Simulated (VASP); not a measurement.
A run of VASP 6.6.1:

The input INCAR:

```
  ALGO = Normal
  EDIFF = 1E-8
  ENCUT = 520
  GGA = PE
  ISIF = 2
  ISMEAR = -1
  LASPH = True
  LCHARG = False
  LEFG = True
  LREAL = False
  LWAVE = False
  NBANDS = 21
  NELM = 80
  PREC = Accurate
  SIGMA = 0.05
```

The input KPOINTS:

```
k-points
0
Gamma
  8 8 8
```

Contents of POSCAR:

```
Pb
1.0
    0.0343900006      3.4561950558      3.4561950558
    3.4561950558      0.0343900006      3.4561950558
    3.4561950558      3.4561950558      0.0343900006
Pb
2
Direct
    0.0000000000      0.0000000000      0.0000000000
    0.2500000000      0.2500000000      0.2500000000
```

Potentials or basis: VASP PAW PBE potentials, release 64 (Pb_d).

The run is started by

```sh
$ cat potpaw_PBE.64/Pb_d/POTCAR > POTCAR
$ mpirun -np 1 vasp_std > vasp.out
```

Hardware: 1 thread of Intel(R) Xeon(R) 6975P-C (Granite Rapids), on a shared host.

Task: Estimate the wall time of this run.

Result: It took 52 s on 1 thread of Intel(R) Xeon(R) 6975P-C (Granite Rapids) (shared host), peak memory 0.25 GiB. Counts: scf iterations 16, k points 65.
